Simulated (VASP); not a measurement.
Here is a VASP 6.6.1 calculation.

The input INCAR:

```
SYSTEM = Rb
ALGO = Normal
EDIFF = 1E-6
ENCUT = 500
GGA = PE
GGA_COMPAT = .False.
ISIF = 2
ISMEAR = 0
ISPIN = 2
ISYM = 0
LASPH = .True.
LCHARG = .True.
LELF = .True.
LORBIT = 11
LREAL = .False.
LVHAR = .True.
LWAVE = .False.
MAGMOM = 0
NBANDS = 14
NELM = 200
PREC = Accurate
SIGMA = 0.1
```

Contents of KPOINTS:

```
k-points
0
Gamma
  3 1 2
  0 0 0
```

POSCAR

```
Rb
1.0
    0.0000000000      3.6398846700      3.6398846700
    3.6398846700      0.0000000000      3.6398846700
    3.6398846700      3.6398846700      0.0000000000
Rb
1
Direct
    0.0000000000      0.0000000000      0.0000000000
```

Potentials or basis: VASP PAW PBE potentials, release 64 (Rb_sv).

Launch:

```bash
$ cat potpaw_PBE.64/Rb_sv/POTCAR > POTCAR
$ mpirun -np 1 vasp_std > vasp.out
```

(1) What does it give for the net moment?

(2) What does it give for the pressure?

Answers

(1) 0.00 μB per cell.

(2) -0.5 GPa.

Caveat: the k points lie up to 1.49 Å⁻¹ apart.
